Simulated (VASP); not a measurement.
Wanted: the native input for a VASP 6.6.1 run.

- Task: relaxation of cell and atoms
- Functional: PBE
- Dispersion: D3(BJ)
- Potentials or basis: VASP PAW PBE potentials, release 64 (K_sv, Cl)
- Cutoff: 600 eV
- k mesh: 6 × 6 × 6
- Occupations: gaussian, width 0.02 eV
- Spin: no spin polarisation
- Dipole correction: no
- Further INCAR settings: ALGO = Normal; EDIFF = 1e-06; IBRION = 2; EDIFFG = -0.005; NSW = 100; ISIF = 3

The structure of KCl lies in POSCAR:

```
KCl
1.0
    0.0000000000      3.1561000000      3.1561000000
    3.1561000000      0.0000000000      3.1561000000
    3.1561000000      3.1561000000      0.0000000000
K Cl
1 1
Direct
    0.0000000000      0.0000000000      0.0000000000
    0.5000000000      0.5000000000      0.5000000000
```

The input as run:

INCAR

```
  PREC = Accurate
  ENCUT = 600
  EDIFF = 1E-6
  ISMEAR = 0
  SIGMA = 0.02
  LREAL = False
  LASPH = True
  NELM = 100
  ALGO = Normal
  ISIF = 3
  LWAVE = False
  LCHARG = False
  GGA = PE
  IVDW = 12
  IBRION = 2
  NSW = 100
  EDIFFG = -0.005
```

KPOINTS

```
regular mesh
0
Gamma
  6 6 6
```

Potentials or basis: VASP PAW PBE potentials, release 64 (K_sv, Cl).

Command:

```sh
$ cat potpaw_PBE.64/K_sv/POTCAR potpaw_PBE.64/Cl/POTCAR > POTCAR
$ mpirun -np 1 vasp_std > vasp.out
```

It gave:

```json
{"Relaxed volume": "30.85 Å³/atom", "Relaxed cell": "a = 4.436 Å, b = 4.436 Å, c = 4.436 Å, α = 60.00°, β = 60.00°, γ = 60.00°", "Space group after relaxing (to 0.05 Å)": "Fm-3m (No. 225)", "Energy gained by relaxing": "0.7 meV/atom", "Ionic steps": "3", "Pressure after relaxing": "0.0 GPa", "Band gap on the k mesh": "5.22 eV, direct", "Dispersion energy per atom": "-0.196 eV"}
```

Run time: 17 s on 1 thread of Intel(R) Xeon(R) 6975P-C (Granite Rapids), on a shared host, peak memory 0.22 GiB.
